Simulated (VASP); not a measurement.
# Au (I4/mmm) in VASP: a series of runs

Runs on Au. Level: r2SCAN. Tasks: single point.

Program: VASP 6.6.1. These are calculated values, not measurements. Logs are shortened: lines on timing, memory, paths and dates and some standing lists are left out, and cuts for length are marked.

### Step 1. The cell of the first run

Symmetry: I4/mmm, No. 139, tetragonal system. The conventional cell has a = 3.049 Å, b = 3.049 Å, c = 3.315 Å, α = 90.00°, β = 90.00°, γ = 90.00°. Within 3.6 Å of Au (site symmetry 4/mmm) lie 14 Au at 2.72 to 3.31 Å.

### Step 2. Single point, r2SCAN (strain -0.080 along x and y, +0.000 along z)

POSCAR reads:

```
Au
1.0
   -1.5246874800      1.5246874800      1.6572690000
    1.5246874800     -1.5246874800      1.6572690000
    1.5246874800      1.5246874800     -1.6572690000
Au
1
Direct
    0.0000000000      0.0000000000      0.0000000000
```

INCAR.step1 reads:

```
SYSTEM = Au
ALGO     = Normal         ! electronic algorithm
EDIFF    = 1E-4           ! SCF threshold, eV
ENCUT    = 520            ! plane-wave cutoff, eV
GGA      = PE             ! functional
ISMEAR   = 0              ! smearing method
LASPH    = .TRUE.         ! aspherical terms in the spheres
LCHARG   = .FALSE.        ! write CHGCAR
LREAL    = .FALSE.        ! projectors in reciprocal space
LWAVE    = .TRUE.         ! write WAVECAR
NBANDS   = 12             ! bands
NELM     = 60             ! most SCF steps
PREC     = Accurate       ! precision mode
SIGMA    = 0.15           ! smearing width, eV
```

INCAR.step2 reads:

```
SYSTEM = Au
ALGO     = Normal         ! electronic algorithm
EDIFF    = 1E-6           ! SCF threshold, eV
ENCUT    = 520            ! plane-wave cutoff, eV
ISIF     = 2              ! what is computed and relaxed
ISMEAR   = 0              ! smearing method
ISTART   = 1            
LASPH    = .TRUE.         ! aspherical terms in the spheres
LCHARG   = .FALSE.        ! write CHGCAR
LMIXTAU  = .TRUE.       
LREAL    = .FALSE.        ! projectors in reciprocal space
LWAVE    = .FALSE.        ! write WAVECAR
METAGGA  = R2SCAN         ! meta-GGA
NBANDS   = 12             ! bands
NELM     = 60             ! most SCF steps
PREC     = Accurate       ! precision mode
SIGMA    = 0.15           ! smearing width, eV
```

KPOINTS reads:

```
k-points
0
G
  24 24 24
  0 0 0
```

Potentials or basis: VASP PAW PBE potentials, release 64 (Au).

Launch:

```bash
> cat potpaw_PBE.64/Au/POTCAR > POTCAR
> cp INCAR.step1 INCAR
> mpirun -np 1 vasp_std > vasp.out
> cp INCAR.step2 INCAR
> mpirun -np 1 vasp_std > vasp.out
```

OUTCAR:

```text
SYSTEM = Au
   EDIFF = 1E-6
   ENCUT = 520
   ISIF = 2
   ISMEAR = 0
   ISTART = 1
   LASPH = .TRUE.
   LREAL = .FALSE.
   METAGGA = R2SCAN
   NELM = 60
   PREC = Accurate

 ion  position               nearest neighbor table
   1  0.000  0.000  0.000-

  LATTYP: Found a body centered tetragonal cell.
 ALAT       =     3.0493749600
 C/A-ratio  =     1.0869565217

  Lattice vectors:

 A1 = (  -1.5246874800,   1.5246874800,   1.6572690000)
 A2 = (   1.5246874800,  -1.5246874800,   1.6572690000)
 A3 = (   1.5246874800,   1.5246874800,  -1.6572690000)

Analysis of symmetry for initial positions (statically):
=====================================================================
 Subroutine PRICEL returns:
 Original cell was already a primitive cell.

 Routine SETGRP: Setting up the symmetry group for a
 body centered tetragonal supercell.

 Subroutine GETGRP returns: Found 16 space group operations
 (whereof 16 operations were pure point group operations)
 out of a pool of 16 trial point group operations.

The static configuration has the point symmetry D_4h.

Analysis of symmetry for dynamics (positions and initial velocities):
=====================================================================
 Subroutine PRICEL returns:
 Original cell was already a primitive cell.

 Routine SETGRP: Setting up the symmetry group for a
 body centered tetragonal supercell.

 Subroutine GETGRP returns: Found 16 space group operations
 (whereof 16 operations were pure point group operations)
 out of a pool of 16 trial point group operations.

The dynamic configuration has the point symmetry D_4h.

 Subroutine INISYM returns: Found 16 space group operations
 (whereof 16 operations are pure point group operations),
 and found     1 'primitive' translations

----------------------------------------------------------------------------------------

                                     Primitive cell

  volume of cell :      15.4104

  direct lattice vectors                    reciprocal lattice vectors
    -1.524687480  1.524687480  1.657269000     0.000000000  0.327936057  0.301701172
     1.524687480 -1.524687480  1.657269000     0.327936057  0.000000000  0.301701172
     1.524687480  1.524687480 -1.657269000     0.327936057  0.327936057  0.000000000

  length of vectors
     2.719537527  2.719537527  2.719537527     0.445607063  0.445607063  0.463771619

  position of ions in fractional coordinates (direct lattice)
[... 83 lines left out ...]
   ISIF   =      2    stress and relaxation
   ISYM   =      2    0-nonsym 1-usesym 2-fastsym
   POTIM  = 0.5000    time-step for ionic-motion
   TEBEG  =    0.0;   TEEND  =   0.0 temperature during run
   PSTRESS=    0.0 pullay stress
   NELECT =      11.0000    total number of electrons
   NUPDOWN=      -1.0000    fix difference up-down
   EMIN   =  10.00;   EMAX   =-10.00  energy-range for DOS
   EFERMI =   0.00;   METHOD = LEGACY
   ISMEAR =     0;   SIGMA  =   0.15  broadening in eV -4-tet -1-fermi 0-gaus
   EFERMI_NEDOS =   21; number of points for ismear=-14 and -15
   IALGO  =     38    algorithm
   IMIX   =      4    mixing-type and parameters
     AMIX     =   0.40;   BMIX     =  1.00
     AMIX_MAG =   1.60;   BMIX_MAG =  1.00
  volume/ion in A,a.u.               =      15.41       103.99
  Fermi-wavevector in a.u.,A,eV,Ry     =   1.463078  2.764817 29.124597  2.140597
  Thomas-Fermi vector in A             =   2.579216
   LORBIT       =      0    0 simple, 1 ext, 2 COOP (PROOUT), +10 PAW based schemes
   METAGGA = R2SCAN    functional components
   LHFCALC =     F    Hartree Fock is set to
   AEXX    =    0.0000 exact exchange contribution
   IVDW    =     0    specifies the selected vdW correction
   LEPSILON=     F    determine dielectric tensor
   LRPA    =     F    only Hartree local field effects (RPA)
 non-spin polarized calculation
 Gauss-broadening in eV      SIGMA  =   0.15
  energy-cutoff  :      520.00
  volume of cell :       15.41
 maximum number of plane-waves:       432
   NGX = 11   NGY = 11   NGZ = 11

 number of electron      11.0000000 magnetization

 Free energy of the ion-electron system (eV)
  ---------------------------------------------------
  ext. energy  EPLUGINS =         0.00000000
  ---------------------------------------------------
  free energy    TOTEN  =       -50.39750304 eV

  energy without entropy =      -50.39540313  energy(sigma->0) =      -50.39645308

 E-fermi :  11.1563     XC(G=0): -14.3545

 val. band max:       11.1557329605   @ k =   0.5000   0.0833   0.0417
 cond. band min:      11.1589351462   @ k =  -0.2917   0.4167   0.1667
 fundamental gap:      0.0032021857
 Fermi energy:        11.1563423751

 k-point     1 :       0.0000    0.0000    0.0000
  band No.  band energies     occupation
      1      -0.1466      2.00000
      2       5.1799      2.00000
      3       5.1799      2.00000
      4       5.7957      2.00000
      5       7.2353      2.00000
      6       7.9496      2.00000
      7      27.5199      0.00000
      8      29.0654      0.00000
      9      29.0654      0.00000
     10      36.1334      0.00000
     11      37.9854      0.00000
     12      39.0481      0.00000
[... 331 lines left out ...]
 k-point    24 :       0.4583    0.0417    0.0000
  band No.  band energies     occupation
      1       2.5681      2.00000
      2       4.2915      2.00000
      3       7.0273      2.00000
      4       7.9111      2.00000
      5       9.0798      2.00000
      6      10.4335      2.00000
      7      15.4135      0.00000
      8      24.6703      0.00000
      9      27.0043      0.00000
     10      34.5568      0.00000
     11      36.1428      0.00000
     12      36.7723      0.00000

 [... further k-points ...]

------------------------ aborting loop because EDIFF is reached ----------------------------------------

  FORCE on cell =-STRESS in cart. coord.  units (eV):
  Direction    XX          YY          ZZ          XY          YZ          ZX
  --------------------------------------------------------------------------------------
  -------------------------------------------------------------------------------------
  Total        2.8844544      2.8844544      2.9860610      0.0000000      0.0000000      0.0000000
  in kB      299.8883476    299.8883476    310.4520954      0.0000000      0.0000000      0.0000000
  external PRESSURE =     303.4095969 kB  Pullay stress =       0.0000000 kB

 VOLUME and BASIS-vectors are now :
 -----------------------------------------------------------------------------
  energy-cutoff  :      520.00
  volume of cell :       15.41
      direct lattice vectors                 reciprocal lattice vectors
    -1.524687480  1.524687480  1.657269000     0.000000000  0.327936057  0.301701172
     1.524687480 -1.524687480  1.657269000     0.327936057  0.000000000  0.301701172
     1.524687480  1.524687480 -1.657269000     0.327936057  0.327936057  0.000000000

 POSITION                                       TOTAL-FORCE (eV/Angst)
 -----------------------------------------------------------------------------------
      0.00000      0.00000      0.00000         0.000000     -0.000000      0.000000
 -----------------------------------------------------------------------------------
    total drift:                                0.000000     -0.000000      0.000000

  FREE ENERGIE OF THE ION-ELECTRON SYSTEM (eV)
  ---------------------------------------------------
  free  energy   TOTEN  =       -50.3975030400 eV

  energy  without entropy=      -50.3954031273  energy(sigma->0) =      -50.39645308
```

OUTCAR.step1:

```text
SYSTEM = Au
   EDIFF = 1E-4
   ENCUT = 520
   GGA = PE
   ISMEAR = 0
   LASPH = .TRUE.
[... 578 lines left out ...]
 -----------------------------------------------------------------------------------
      0.00000      0.00000      0.00000        -0.000000     -0.000000      0.000000
 -----------------------------------------------------------------------------------
    total drift:                                0.000000     -0.000000      0.000000

  FREE ENERGIE OF THE ION-ELECTRON SYSTEM (eV)
  ---------------------------------------------------
  free  energy   TOTEN  =        -2.9746004333 eV

  energy  without entropy=       -2.9723428610  energy(sigma->0) =       -2.97347165
```

Run time: 7.7 min. Hardware: 1 thread of Intel Xeon Platinum 8259CL at 2.50GHz (Skylake/Cascade Lake), shared host; peak memory 0.29 GiB.

What came out:

```
Free energy            : -50.3975 eV
Pressure               : 30.3 GPa
Band gap on the k mesh : zero (an odd number of electrons rules out a gap without spin polarisation)
```

Stress tensor (GPa, compression positive):
```
29.99  0.00  0.00
 0.00 29.99  0.00
 0.00  0.00 31.05
```

Caveat: the cell differs from its parent crystal (strain -0.080 along x and y, +0.000 along z); the cell stands under pressure; the PAW data sets were made with another functional, which shifts forces and pressure a little; spin-orbit coupling is left out, which moves the levels of the heavy elements.

### Step 3. Single point, r2SCAN (strain +0.080 along x and y, -0.080 along z)

POSCAR reads:

```
Au
1.0
   -1.7898505200      1.7898505200      1.5246874800
    1.7898505200     -1.7898505200      1.5246874800
    1.7898505200      1.7898505200     -1.5246874800
Au
1
Direct
    0.0000000000      0.0000000000      0.0000000000
```

INCAR.step1 reads:

```
PREC = Accurate ; ENCUT = 520
ISMEAR = 0 ; SIGMA = 0.15
LREAL = False ; LASPH = True
NELM = 100 ; NBANDS = 12
GGA = PE ; ALGO = Normal
EDIFF = 1E-4 ; LWAVE = True
LCHARG = False
```

INCAR.step2 reads:

```
PREC = Accurate ; ENCUT = 520
EDIFF = 1E-6 ; ISMEAR = 0
SIGMA = 0.15 ; LREAL = False
LASPH = True ; NELM = 100
ALGO = Normal ; ISIF = 2
LWAVE = False ; LCHARG = True
METAGGA = R2SCAN ; LMIXTAU = True
LELF = True ; LVHAR = True
NBANDS = 12 ; ISTART = 1
```

KPOINTS reads:

```
Automatic mesh
0
Gamma
  24 24 24
```

Potentials or basis: VASP PAW PBE potentials, release 64 (Au).

Launch:

```bash
> cat potpaw_PBE.64/Au/POTCAR > POTCAR
> cp INCAR.step1 INCAR
> mpirun -np 1 vasp_std > vasp.out
> cp INCAR.step2 INCAR
> mpirun -np 1 vasp_std > vasp.out
```

OUTCAR:

```text
PREC = Accurate
   ENCUT = 520
   EDIFF = 1E-6
   ISMEAR = 0
   LREAL = False
   LASPH = True
   NELM = 100
   ISIF = 2
   METAGGA = R2SCAN
   ISTART = 1

 ion  position               nearest neighbor table
   1  0.000  0.000  0.000-

  LATTYP: Found a body centered tetragonal cell.
 ALAT       =     3.5797010400
 C/A-ratio  =     0.8518518519

  Lattice vectors:

 A1 = (  -1.7898505200,   1.7898505200,   1.5246874800)
 A2 = (   1.7898505200,  -1.7898505200,   1.5246874800)
 A3 = (   1.7898505200,   1.7898505200,  -1.5246874800)
[... 540 lines left out ...]

 [... further k-points ...]

------------------------ aborting loop because EDIFF is reached ----------------------------------------

  FORCE on cell =-STRESS in cart. coord.  units (eV):
  Direction    XX          YY          ZZ          XY          YZ          ZX
  --------------------------------------------------------------------------------------
  -------------------------------------------------------------------------------------
  Total       -1.2831342     -1.2831342     -1.5067273      0.0000000     -0.0000000      0.0000000
  in kB     -105.2224264   -105.2224264   -123.5580063      0.0000000     -0.0000000      0.0000000
  external PRESSURE =    -111.3342864 kB  Pullay stress =       0.0000000 kB

 VOLUME and BASIS-vectors are now :
 -----------------------------------------------------------------------------
  energy-cutoff  :      520.00
  volume of cell :       19.54
      direct lattice vectors                 reciprocal lattice vectors
    -1.789850520  1.789850520  1.524687480     0.000000000  0.279352937  0.327936057
     1.789850520 -1.789850520  1.524687480     0.279352937  0.000000000  0.327936057
     1.789850520  1.789850520 -1.524687480     0.279352937  0.279352937  0.000000000

 POSITION                                       TOTAL-FORCE (eV/Angst)
 -----------------------------------------------------------------------------------
      0.00000      0.00000      0.00000        -0.000000     -0.000000     -0.000000
 -----------------------------------------------------------------------------------
    total drift:                                0.000000      0.000000     -0.000000

  FREE ENERGIE OF THE ION-ELECTRON SYSTEM (eV)
  ---------------------------------------------------
  free  energy   TOTEN  =       -50.5129391954 eV

  energy  without entropy=      -50.5091161060  energy(sigma->0) =      -50.51102765
```

OSZICAR.step1:

```text
N       E                     dE             d eps       ncg     rms          rms(c)
DAV:   1     0.486239023597E+02    0.48624E+02   -0.54749E+03 26600   0.801E+02
DAV:   2    -0.273747662098E+01   -0.51361E+02   -0.48223E+02 29964   0.180E+02
DAV:   3    -0.342466511981E+01   -0.68719E+00   -0.68648E+00 30304   0.202E+01
DAV:   4    -0.342714683064E+01   -0.24817E-02   -0.24816E-02 29168   0.141E+00
DAV:   5    -0.342716767208E+01   -0.20841E-04   -0.20842E-04 30208   0.125E-01    0.615E+00
DAV:   6    -0.317856905389E+01    0.24860E+00   -0.79923E-01 27216   0.688E+00    0.427E+00
DAV:   7    -0.316835385762E+01    0.10215E-01   -0.33737E-02 30012   0.145E+00    0.240E+00
DAV:   8    -0.316693606082E+01    0.14178E-02   -0.81137E-04 28140   0.234E-01    0.186E-01
DAV:   9    -0.316692758350E+01    0.84773E-05   -0.99440E-06 15940   0.244E-02
   1 F= -.31669276E+01 E0= -.31649299E+01  d E =-.399532E-02
```

Run time: 4.1 min. Hardware: 1 thread of Intel Xeon 6975P-C (Granite Rapids), shared host; peak memory 0.34 GiB.

Results:

- Free energy: -50.5129 eV
- Pressure: -11.1 GPa
- Band gap on the k mesh: zero (an odd number of electrons rules out a gap without spin polarisation)

Levels at points of the mesh, in eV from the Fermi level:
```tsv
k point	band 2	band 3	band 4	band 5	band 6	band 7	band 8	band 9	band 10	band 11
(0.00, 0.00, 0.00)	-4.97	-4.04	-4.04	-3.64	-2.52	16.05	16.05	19.50	21.94	21.94
(0.50, 0.00, 0.00)	-5.59	-3.10	-2.13	-1.71	0.44	3.46	12.16	12.47	19.41	20.70
(0.50, 0.50, 0.00)	-4.60	-3.80	-3.04	-1.77	-0.42	2.09	14.70	16.14	20.79	23.07
(0.50, 0.50, 0.50)	-5.98	-2.02	-2.02	-1.75	5.06	5.06	7.70	9.76	13.80	17.67
```

Caveat: the cell differs from its parent crystal (strain +0.080 along x and y, -0.080 along z); the cell stands under tension; the PAW data sets were made with another functional, which shifts forces and pressure a little; spin-orbit coupling is left out, which moves the levels of the heavy elements.

### Step 4. Single point, r2SCAN (strain +0.000 along x and y, +0.080 along z)

POSCAR reads:

```
Au
1.0
   -1.6572690000      1.6572690000      1.7898505200
    1.6572690000     -1.6572690000      1.7898505200
    1.6572690000      1.6572690000     -1.7898505200
Au
1
Direct
    0.0000000000      0.0000000000      0.0000000000
```

INCAR.step1 reads:

```
PREC     = Accurate       # precision mode
ENCUT    = 520            # plane-wave cutoff, eV
ISMEAR   = 0              # smearing method
SIGMA    = 0.15           # smearing width, eV
LREAL    = F              # projectors in reciprocal space
LASPH    = T              # aspherical terms in the spheres
NELM     = 100            # most SCF steps
NBANDS   = 12             # bands
GGA      = PE             # functional
ALGO     = Normal         # electronic algorithm
EDIFF    = 1E-4           # SCF threshold, eV
LWAVE    = T              # write WAVECAR
LCHARG   = F              # write CHGCAR
```

INCAR.step2 reads:

```
PREC     = Accurate       # precision mode
ENCUT    = 520            # plane-wave cutoff, eV
EDIFF    = 1E-6           # SCF threshold, eV
ISMEAR   = 0              # smearing method
SIGMA    = 0.15           # smearing width, eV
LREAL    = F              # projectors in reciprocal space
LASPH    = T              # aspherical terms in the spheres
NELM     = 100            # most SCF steps
ALGO     = Normal         # electronic algorithm
ISIF     = 2              # what is computed and relaxed
LWAVE    = F              # write WAVECAR
LCHARG   = F              # write CHGCAR
METAGGA  = R2SCAN         # meta-GGA
LMIXTAU  = T            
NBANDS   = 12             # bands
ISTART   = 1
```

KPOINTS is that of step 3.

Launch:

```bash
> cat potpaw_PBE.64/Au/POTCAR > POTCAR
> cp INCAR.step1 INCAR
> mpirun -np 1 vasp_std > vasp.out
> cp INCAR.step2 INCAR
> mpirun -np 1 vasp_std > vasp.out
```

Run time: 4.6 min. Hardware: 1 thread of Intel Xeon 6975P-C (Granite Rapids), shared host; peak memory 0.34 GiB.

Results (log left out):

```yaml
Free_energy: -50.4934 eV
Pressure: -11.9 GPa
Band_gap_on_the_k_mesh: zero (an odd number of electrons rules out a gap without spin polarisation)
```

Stress tensor (GPa, compression positive):
```
-12.03   0.00   0.00
  0.00 -12.03   0.00
  0.00   0.00 -11.61
```

Levels at points of the mesh, in eV from the Fermi level:
```tsv
k point	band 3	band 4	band 5	band 6	band 7	band 8	band 9	band 10
(0.00, 0.00, 0.00)	-4.56	-4.18	-3.15	-2.73	16.48	17.60	17.60	21.31
(0.50, 0.00, 0.00)	-3.31	-2.70	-1.71	-0.03	2.66	13.27	13.99	21.37
(0.50, 0.50, 0.00)	-2.72	-2.60	-1.61	0.37	3.22	12.08	12.36	19.25
(0.50, 0.50, 0.50)	-2.05	-1.91	-1.91	5.09	7.16	7.16	8.12	14.72
```

Caveat: the cell differs from its parent crystal (strain +0.000 along x and y, +0.080 along z); the cell stands under tension; the PAW data sets were made with another functional, which shifts forces and pressure a little; spin-orbit coupling is left out, which moves the levels of the heavy elements.

### Step 5. The runs side by side

```tsv
cell	gap on the mesh (eV)	pressure (GPa)
a = 2.720 Å, angles 111.8, 111.8, 104.9°, 1 atom	none	30.3
a = 2.955 Å, angles 105.4, 105.4, 117.9°, 1 atom	none	-11.1
a = 2.949 Å, angles 111.6, 111.6, 105.3°, 1 atom	none	-11.9
```

Alike in all rows: task single point; level r2SCAN; potentials or basis VASP PAW PBE potentials, release 64 (Au); no spin polarisation; k mesh 24 × 24 × 24; cutoff (eV) 520; smearing gaussian 0.15 eV.

Caveats: the PAW data sets were made with another functional, which shifts forces and pressure a little; spin-orbit coupling is left out, which moves the levels of the heavy elements; the cell stands under tension (at least some runs); the cell stands under pressure (at least some runs).

Total energies depend on the potentials used, so only differences within one code and one set of settings carry meaning.
